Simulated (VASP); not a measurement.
# MnO (P1) in VASP: single point with r2SCAN

Aim: the single point of MnO with r2SCAN.

Program: VASP 6.6.1. These are calculated values, not measurements. Logs are shortened: lines on timing, memory, paths and dates and some standing lists are left out, and cuts for length are marked.

## 1. The cell of the first run

The typed cell holds 8 atoms: a = 5.400 Å, b = 5.365 Å, c = 3.092 Å, α = 89.68°, β = 73.44°, γ = 99.40°.

## 2. Single point, r2SCAN, collinear spin, ferromagnetic start

Input file POSCAR:

```
MnO
1.0
   -2.2151230000      4.3965670000      2.2180770000
    2.1998680000     -2.1785820000      4.3814970000
    2.1898240000      2.1822150000      0.0068380000
Mn O
4 4
Direct
    0.0070310000      0.0201930000      0.0171380000
    0.9919710000      0.5084100000      0.5038770000
    0.4887890000      0.7523940000      0.7252000000
    0.5101630000      0.2382310000      0.2483600000
    0.2403200000      0.3786330000      0.8808190000
    0.2507620000      0.8705810000      0.3720340000
    0.7519140000      0.1330460000      0.6256700000
    0.7445300000      0.6369270000      0.1197450000
```

Input file INCAR.step1:

```
SYSTEM = MnO
PREC     = Accurate       ! precision mode
ENCUT    = 520            ! plane-wave cutoff, eV
ISMEAR   = -1             ! smearing method
SIGMA    = 0.1            ! smearing width, eV
LREAL    = .FALSE.        ! projectors in reciprocal space
LASPH    = .TRUE.         ! aspherical terms in the spheres
NELM     = 150            ! most SCF steps
ISPIN    = 2              ! spin polarisation
MAGMOM   = 4.5 4.5 4.5 4.5 0 0 0 0 ! initial moments
LMAXMIX  = 4              ! l up to which the mixer works
NBANDS   = 52             ! bands
GGA      = PE             ! functional
ALGO     = Normal         ! electronic algorithm
EDIFF    = 1E-4           ! SCF threshold, eV
LWAVE    = .TRUE.         ! write WAVECAR
LCHARG   = .FALSE.        ! write CHGCAR
KPAR     = 4
```

Input file INCAR.step2:

```
SYSTEM = MnO
PREC     = Accurate       ! precision mode
ENCUT    = 520            ! plane-wave cutoff, eV
EDIFF    = 1E-6           ! SCF threshold, eV
ISMEAR   = -1             ! smearing method
SIGMA    = 0.1            ! smearing width, eV
LREAL    = .FALSE.        ! projectors in reciprocal space
LASPH    = .TRUE.         ! aspherical terms in the spheres
NELM     = 150            ! most SCF steps
ALGO     = Normal         ! electronic algorithm
ISIF     = 2              ! what is computed and relaxed
LWAVE    = .FALSE.        ! write WAVECAR
LCHARG   = .FALSE.        ! write CHGCAR
ISPIN    = 2              ! spin polarisation
MAGMOM   = 4.5 4.5 4.5 4.5 0 0 0 0 ! initial moments
LORBIT   = 11             ! projections on sites
LMAXMIX  = 4              ! l up to which the mixer works
METAGGA  = R2SCAN         ! meta-GGA
LMIXTAU  = .TRUE.       
NBANDS   = 52             ! bands
ISTART   = 1            
KPAR     = 4
```

Input file KPOINTS:

```
regular mesh
0
G
  4 4 6
  0 0 0
```

Potentials or basis: VASP PAW PBE potentials, release 64 (Mn_pv, O).

Launch:

```bash
$ cat potpaw_PBE.64/Mn_pv/POTCAR potpaw_PBE.64/O/POTCAR > POTCAR
$ cp INCAR.step1 INCAR
$ mpirun -np 4 vasp_std > vasp.out
$ cp INCAR.step2 INCAR
$ mpirun -np 4 vasp_std > vasp.out
```

OUTCAR:

```text
SYSTEM = MnO
   PREC = Accurate
   ENCUT = 520
   EDIFF = 1E-6
   ISMEAR = -1
   LREAL = .FALSE.
   LASPH = .TRUE.
   NELM = 150
   ISIF = 2
   ISPIN = 2
   LORBIT = 11
   METAGGA = R2SCAN
   ISTART = 1

 ion  position               nearest neighbor table
   1  0.007  0.020  0.017-   5 2.09   7 2.15   6 2.18   7 2.22   8 2.26   6 2.28   4 3.00   2 3.03
                             4 3.06   2 3.08   3 3.09   2 3.10   4 3.11   3 3.14
   2  0.992  0.508  0.504-   6 2.16   7 2.18   8 2.18   5 2.20   5 2.20   8 2.21   1 3.03   3 3.05
                             4 3.07   1 3.08   4 3.08   1 3.10   3 3.11   3 3.14
   3  0.489  0.752  0.725-   6 2.07   8 2.15   5 2.19   6 2.21   8 2.24   7 2.25   4 2.96   2 3.05
                             4 3.08   1 3.09   2 3.11   2 3.14   1 3.14   4 3.14
   4  0.510  0.238  0.248-   7 2.12   7 2.13   6 2.19   8 2.27   5 2.29   5 2.30   3 2.96   1 3.00
                             1 3.06   2 3.07   3 3.08   2 3.08   1 3.11   3 3.14
   5  0.240  0.379  0.881-   1 2.09   3 2.19   2 2.20   2 2.20   4 2.29   4 2.30
   6  0.251  0.871  0.372-   3 2.07   2 2.16   1 2.18   4 2.19   3 2.21   1 2.28
   7  0.752  0.133  0.626-   4 2.12   4 2.13   1 2.15   2 2.18   1 2.22   3 2.25
   8  0.745  0.637  0.120-   3 2.15   2 2.18   2 2.21   3 2.24   1 2.26   4 2.27

  LATTYP: Found a triclinic cell.
 ALAT       =     3.0915106688
 B/A-ratio  =     2.0077574427
 C/A-ratio  =     1.7466121417
 COS(alpha) =     0.0007736641
 COS(beta)  =     0.2850687668
 COS(gamma) =     0.5029224769

  Lattice vectors:

 A1 = (  -2.1898240000,  -2.1822150000,  -0.0068380000)
 A2 = (  -4.3896920000,  -0.0036330000,  -4.3883350000)
 A3 = (   2.2151230000,  -4.3965670000,  -2.2180770000)

Analysis of symmetry for initial positions (statically):
=====================================================================
 Subroutine PRICEL returns:
 Original cell was already a primitive cell.

 Routine SETGRP: Setting up the symmetry group for a
 triclinic supercell.

 Subroutine GETGRP returns: Found  1 space group operations
 (whereof  1 operations were pure point group operations)
 out of a pool of  2 trial point group operations.

The static configuration has the point symmetry C_1 .

Analysis of symmetry for dynamics (positions and initial velocities):
=====================================================================
 Subroutine PRICEL returns:
 Original cell was already a primitive cell.

 Routine SETGRP: Setting up the symmetry group for a
 triclinic supercell.

 Subroutine GETGRP returns: Found  1 space group operations
 (whereof  1 operations were pure point group operations)
 out of a pool of  2 trial point group operations.

The dynamic configuration has the point symmetry C_1 .

Analysis of structural, dynamic, and magnetic symmetry:
=====================================================================
 Subroutine PRICEL returns:
 Original cell was already a primitive cell.

 Routine SETGRP: Setting up the symmetry group for a
 triclinic supercell.

 Subroutine GETGRP returns: Found  1 space group operations
 (whereof  1 operations were pure point group operations)
 out of a pool of  2 trial point group operations.

The overall configuration has the point symmetry C_1 .

 Subroutine INISYM returns: Found  1 space group operations
 (whereof  1 operations are pure point group operations),
 and found     1 'primitive' translations

----------------------------------------------------------------------------------------

                                     Primitive cell

  volume of cell :      84.5601

  direct lattice vectors                    reciprocal lattice vectors
    -2.215123000  4.396567000  2.218077000    -0.113248020  0.113288216  0.113189251
     2.199868000 -2.178582000  4.381497000     0.056885651 -0.057619899  0.171021321
     2.189824000  2.182215000  0.006838000     0.284954765  0.172481215 -0.057308815

  length of vectors
     5.399670070  5.364993449  3.091510669     0.196140614  0.189220300  0.337984153

  position of ions in fractional coordinates (direct lattice)
     0.007031000  0.020193000  0.017138000
     0.991971000  0.508410000  0.503877000
     0.488789000  0.752394000  0.725200000
     0.510163000  0.238231000  0.248360000
     0.240320000  0.378633000  0.880819000
     0.250762000  0.870581000  0.372034000
     0.751914000  0.133046000  0.625670000
     0.744530000  0.636927000  0.119745000

  ion indices of the primitive-cell ions
   primitive index   ion index
[... 70 lines left out ...]
 SYSTEM =  MnO
   PREC   = accura    normal or accurate (medium, high low for compatibility)
   ISTART =      1    job   : 0-new  1-cont  2-samecut
   ICHARG =      0    charge: 1-file 2-atom 10-const
   ISPIN  =      2    spin polarized calculation?
   LNONCOLLINEAR =      F non collinear calculations
   LSORBIT =      F    spin-orbit coupling
   LASPH  =      T    aspherical Exc in radial PAW
   ENCUT  =  520.0 eV  38.22 Ry    6.18 a.u.  10.04  9.98  5.75*2*pi/ulx,y,z
   NELM   =    150;   NELMIN=  2; NELMDL=  0     # of ELM steps
   EDIFF  = 0.1E-05   stopping-criterion for ELM
   LREAL  =      F    real-space projection
   EDIFFG = 0.1E-04   stopping-criterion for IOM
   NSW    =      0    number of steps for IOM
   IBRION =     -1    ionic relax: 0-MD 1-quasi-New 2-CG
   NFREE  =      0    steps in history (QN), initial steepest desc. (CG)
   ISIF   =      2    stress and relaxation
   ISYM   =      2    0-nonsym 1-usesym 2-fastsym
   POTIM  = 0.5000    time-step for ionic-motion
   TEBEG  =    0.0;   TEEND  =   0.0 temperature during run
   PSTRESS=    0.0 pullay stress
   NELECT =      76.0000    total number of electrons
   NUPDOWN=      -1.0000    fix difference up-down
   EMIN   =  10.00;   EMAX   =-10.00  energy-range for DOS
   EFERMI =   0.00;   METHOD = LEGACY
   ISMEAR =    -1;   SIGMA  =   0.10  broadening in eV -4-tet -1-fermi 0-gaus
   EFERMI_NEDOS =   21; number of points for ismear=-14 and -15
   IALGO  =     38    algorithm
   IMIX   =      4    mixing-type and parameters
     AMIX     =   0.40;   BMIX     =  1.00
     AMIX_MAG =   1.60;   BMIX_MAG =  1.00
  volume/ion in A,a.u.               =      10.57        71.33
  Fermi-wavevector in a.u.,A,eV,Ry     =   1.579880  2.985541 33.960436  2.496022
  Thomas-Fermi vector in A             =   2.680192
   LORBIT       =     11    0 simple, 1 ext, 2 COOP (PROOUT), +10 PAW based schemes
   METAGGA = R2SCAN    functional components
   LHFCALC =     F    Hartree Fock is set to
   AEXX    =    0.0000 exact exchange contribution
   IVDW    =     0    specifies the selected vdW correction
   LEPSILON=     F    determine dielectric tensor
   LRPA    =     F    only Hartree local field effects (RPA)
 spin polarized calculation
  energy-cutoff  :      520.00
  volume of cell :       84.56
 maximum number of plane-waves:      2296
   NGX = 21   NGY = 19   NGZ = 11

 number of electron      75.9999992 magnetization      19.8758346

 Free energy of the ion-electron system (eV)
  ---------------------------------------------------
  ext. energy  EPLUGINS =         0.00000000
  ---------------------------------------------------
  free energy    TOTEN  =       -97.69220789 eV

  energy without entropy =      -97.65951370  energy(sigma->0) =      -97.67586080

 E-fermi :   8.0324     XC(G=0): -12.7680

 val. band max:        8.0091207816   @ k =   0.5000   0.2500   0.0000
 cond. band min:       8.1927350826   @ k =   0.5000   0.5000   0.3333
 fundamental gap:      0.1836143010
 Fermi energy:         8.0324193115

 spin component 1

 k-point     1 :       0.0000    0.0000    0.0000
  band No.  band energies     occupation
      1     -44.9293      1.00000
      2     -44.9230      1.00000
      3     -44.9003      1.00000
      4     -44.8202      1.00000
      5     -44.7981      1.00000
      6     -44.7839      1.00000
[... 1261 lines left out ...]
     49      10.0666      0.00000
     50      13.3409      0.00000

 [... further k-points ...]

 spin component 2

 k-point     1 :       0.0000    0.0000    0.0000
  band No.  band energies     occupation
      1     -38.6070      1.00000
      2     -38.6007      1.00000
      3     -38.5660      1.00000
      4     -38.5017      1.00000
      5     -38.4698      1.00000
      6     -38.4598      1.00000
[... 1261 lines left out ...]
     49      12.7496      0.00000
     50      15.3770      0.00000

 [... further k-points ...]

 [bands above 50 left out]

------------------------ aborting loop because EDIFF is reached ----------------------------------------

  FORCE on cell =-STRESS in cart. coord.  units (eV):
  Direction    XX          YY          ZZ          XY          YZ          ZX
  --------------------------------------------------------------------------------------
  -------------------------------------------------------------------------------------
  Total        4.0716225      4.6059665      4.2742015      0.2985501     -0.3038283      0.0122279
  in kB       77.1458425     87.2701633     80.9841471      5.6566882     -5.7566961      0.2316852
  external PRESSURE =      81.8000510 kB  Pullay stress =       0.0000000 kB

 VOLUME and BASIS-vectors are now :
 -----------------------------------------------------------------------------
  energy-cutoff  :      520.00
  volume of cell :       84.56
      direct lattice vectors                 reciprocal lattice vectors
    -2.215123000  4.396567000  2.218077000    -0.113248020  0.113288216  0.113189251
     2.199868000 -2.178582000  4.381497000     0.056885651 -0.057619899  0.171021321
     2.189824000  2.182215000  0.006838000     0.284954765  0.172481215 -0.057308815

 POSITION                                       TOTAL-FORCE (eV/Angst)
 -----------------------------------------------------------------------------------
      0.06638      0.02432      0.10419        -0.399046     -0.098126     -0.738517
      0.02450      4.35322      4.43131         0.036203     -0.016055      0.184062
      2.16050      2.09238      4.38574        -0.142962      0.953875     -0.202075
     -0.06213      2.26593      2.17709         0.645913     -0.837791      0.518079
      2.22944      2.15384      2.19805        -0.310625      0.294731      0.141336
      2.17438      0.01772      4.37320         0.220658     -0.459305      0.331771
     -0.00279      4.38134      2.25502         0.072984      0.087085     -0.135411
      0.01415      2.14709      4.44294        -0.123126      0.075586     -0.099245
 -----------------------------------------------------------------------------------
    total drift:                               -0.017023     -0.024465      0.017141

  FREE ENERGIE OF THE ION-ELECTRON SYSTEM (eV)
  ---------------------------------------------------
  free  energy   TOTEN  =       -97.6922078940 eV

  energy  without entropy=      -97.6595137016  energy(sigma->0) =      -97.67586080

 total charge

# of ion       s       p       d       tot
------------------------------------------
    1        0.219   6.189   4.987  11.394
    2        0.218   6.189   4.986  11.393
    3        0.221   6.193   4.987  11.400
    4        0.216   6.183   4.982  11.380
    5        1.560   3.482   0.000   5.042
    6        1.561   3.499   0.000   5.060
    7        1.561   3.502   0.000   5.063
    8        1.560   3.475   0.000   5.035
--------------------------------------------------
tot          7.116  38.709  19.941  65.767

 magnetization (x)

# of ion       s       p       d       tot
------------------------------------------
    1        0.029   0.025   4.457   4.511
    2        0.027   0.023   4.458   4.508
    3        0.029   0.025   4.451   4.505
    4        0.029   0.024   4.464   4.517
    5        0.033   0.206   0.000   0.239
    6        0.033   0.210   0.000   0.243
    7        0.034   0.215   0.000   0.249
    8        0.032   0.200   0.000   0.232
--------------------------------------------------
tot          0.246   0.928  17.830  19.005
```

It took 6.9 min on 4 MPI ranks of Oxide Virtual Turin-like, shared host; peak memory 0.42 GiB.

What came out:

```
Free energy                                           : -97.6922 eV
Pressure                                              : 8.2 GPa
Largest force                                         : 1.178 eV/Å
Net moment                                            : 19.88 μB per cell
Site moments                                          : Mn +4.51, +4.50, +4.52 (each value once); O +0.24, +0.25, +0.23 (each value once) μB
Valence electrons inside the program's atomic spheres : Mn 11.39, 11.40, 11.38 (each value once); O 5.04, 5.06 (each value once)
```

Forces in eV/Å, atoms in the order of the input:
```
Mn  -0.399 -0.098 -0.739
Mn   0.036 -0.016  0.184
Mn  -0.143  0.954 -0.202
Mn   0.646 -0.838  0.518
O   -0.311  0.295  0.141
O    0.221 -0.459  0.332
O    0.073  0.087 -0.135
O   -0.123  0.076 -0.099
```

Levels at points of the mesh, in eV from the Fermi level:
Spin up:
```csv
k point,band 45,band 46,band 47,band 48,band 49,band 50,band 51,band 52
"(0.00, 0.00, 0.00)",-1.39,-1.25,-0.27,-0.11,-0.04,3.99,5.95,6.19
"(0.50, 0.00, 0.00)",-1.24,-1.15,-0.13,-0.08,2.47,2.56,3.94,5.60
"(0.00, 0.50, 0.00)",-1.57,-1.36,-0.67,-0.41,2.69,2.83,6.45,6.79
"(0.50, 0.50, 0.00)",-1.62,-1.59,-0.58,-0.33,3.56,3.73,4.93,4.95
"(0.00, 0.00, 0.50)",-1.36,-1.20,-0.74,-0.43,5.37,5.51,7.00,7.16
"(0.50, 0.00, 0.50)",-1.30,-1.21,-0.76,-0.43,5.41,5.52,6.99,7.19
"(0.00, 0.50, 0.50)",-1.41,-1.19,-0.15,-0.08,3.91,5.48,5.97,6.23
"(0.50, 0.50, 0.50)",-1.42,-1.28,-0.14,-0.09,3.92,5.51,5.99,6.18
```
Spin down:
| k point | band 25 | band 26 | band 27 | band 28 | band 29 | band 30 | band 31 | band 32 |
| --- | --- | --- | --- | --- | --- | --- | --- | --- |
| (0.00, 0.00, 0.00) | -4.77 | -3.67 | -3.66 | -3.60 | 1.12 | 1.36 | 1.52 | 1.59 |
| (0.50, 0.00, 0.00) | -4.60 | -4.46 | -4.36 | -4.27 | -0.27 | 1.83 | 1.89 | 2.20 |
| (0.00, 0.50, 0.00) | -4.63 | -4.44 | -4.27 | -4.06 | 1.09 | 1.36 | 2.07 | 2.30 |
| (0.50, 0.50, 0.00) | -4.80 | -4.64 | -4.52 | -4.36 | 0.43 | 0.86 | 1.86 | 2.05 |
| (0.00, 0.00, 0.50) | -5.36 | -5.25 | -5.06 | -4.92 | 1.35 | 1.50 | 1.68 | 1.99 |
| (0.50, 0.00, 0.50) | -5.31 | -5.23 | -5.11 | -4.91 | 1.34 | 1.63 | 1.66 | 1.84 |
| (0.00, 0.50, 0.50) | -5.00 | -4.89 | -4.71 | -4.62 | -0.26 | 1.18 | 1.37 | 2.85 |
| (0.50, 0.50, 0.50) | -5.01 | -4.98 | -4.68 | -4.61 | -0.25 | 1.22 | 1.36 | 2.82 |

Caveat: the cell stands under pressure; the PAW data sets were made with another functional, which shifts forces and pressure a little; semilocal functionals often make such compounds metallic where correlation or magnetic order opens a gap, which also shifts bond lengths; the run started ferromagnetic, and an antiferromagnetic order may lie lower in energy. With open d or f shells a metallic result of r2SCAN can be an artefact of self-interaction; +U or a hybrid may open a gap.
